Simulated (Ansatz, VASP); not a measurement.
## Two plane-wave programs on Cu

```
Cu
1.0
     0.00000    2.15813    4.57437
     1.27910    0.00000    4.57437
     1.27910    2.15813    0.00000
Cu
2
Cartesian
  1.2791 2.1581 1.2113
  1.2791 2.1581 7.9374
```

Alike in both runs: task relaxation of cell and atoms; functional PBE; k mesh 8 × 8 × 8; occupations gaussian, width 0.1 eV; no spin polarisation.

```csv
,VASP,Ansatz
version,VASP 6.6.1,Ansatz 0.2.0
potentials or method,"VASP PAW PBE potentials, release 64 (Cu), cutoff 600 eV","scalar-relativistic, plane waves, PAW"
valence electrons in the cell,22,38
```

|  | VASP | Ansatz | Ansatz less VASP |
| --- | --- | --- | --- |
| gap on the k mesh at the Fermi level, each at its own relaxed structure (eV) | none | none | - |
| relaxed volume (Å³/atom) | 12.62 | 12.57 | -0.048 |
| relaxed cell length with the largest relative difference (Å) | 2.488 | 2.483 | -0.0055 |

A gap of «none» marks a metal or a gap that the smearing closes. VASP's potentials hold 22 valence electrons a cell and Ansatz's 38, so a difference there can come from the potentials and not from the codes.

The k mesh is coarse, so the values compare programs but aren't converged.
